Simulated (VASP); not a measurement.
Input of a VASP 6.6.1 run:

The input INCAR:

```
  ALGO = Normal
  EDIFF = 1E-7
  ENCUT = 520
  GGA = RE
  ISIF = 2
  ISMEAR = 1
  LASPH = T
  LCHARG = F
  LREAL = F
  LWAVE = F
  NBANDS = 11
  NELM = 100
  PREC = Accurate
  SIGMA = 0.1
```

File KPOINTS:

```
k-points
0
Gamma
  10 10 10
```

POSCAR

```
Pd
1.0
    0.0000000000      1.9721147795      1.9721147795
    1.9721147795      0.0000000000      1.9721147795
    1.9721147795      1.9721147795      0.0000000000
Pd
1
Direct
    0.0000000000      0.0000000000      0.0000000000
```

Potentials or basis: VASP PAW PBE potentials, release 64 (Pd).

Command:

```sh
$ cat potpaw_PBE.64/Pd/POTCAR > POTCAR
$ mpirun -np 1 vasp_std > vasp.out
```

Q: What does it give for the pressure?

A: 2.5 GPa.

Q: Estimate the band gap on the k mesh.

A: Zero (band 5 reaches 9.48 eV, above the bottom of band 6 at 8.01 eV).

Caveat: the PAW data sets were made with another functional, which shifts forces and pressure a little.
